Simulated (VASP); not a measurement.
A run of VASP 6.6.1:

File INCAR:

```
  PREC = Accurate
  ENCUT = 520
  EDIFF = 1E-7
  ISMEAR = -1
  SIGMA = 0.05
  LREAL = F
  LASPH = T
  NELM = 80
  ALGO = Normal
  ISIF = 2
  LWAVE = F
  LCHARG = T
  GGA = PS
  LELF = T
  LVHAR = T
  NBANDS = 18
```

File KPOINTS:

```
regular mesh
0
Gamma
  8 8 6
```

Contents of POSCAR:

```
As
1.0
    1.8468778323     -5.1141678872      0.0000000000
    1.8468778323      5.1141678872      0.0000000000
    0.0000000000      0.0000000000      3.8688054110
As
4
Direct
    0.3811640823      0.6188359177      0.5372603245
    0.8811640823      0.1188359177      0.9627396755
    0.6188359177      0.3811640823      0.4627396755
    0.1188359177      0.8811640823      0.0372603245
```

Potentials or basis: VASP PAW PBE potentials, release 64 (As).

Run with:

```bash
$ cat potpaw_PBE.64/As/POTCAR > POTCAR
$ mpirun -np 1 vasp_std > vasp.out
```

Hardware: 1 thread of Intel(R) Xeon(R) Platinum 8488C (Sapphire Rapids), with other jobs on the host.

**Question.** How long does it take, and how much memory?

**Answer.** Run time: 68 s on 1 thread of Intel(R) Xeon(R) Platinum 8488C (Sapphire Rapids), with other jobs on the host, peak memory 0.25 GiB. Counts: scf iterations 11, k points 84.
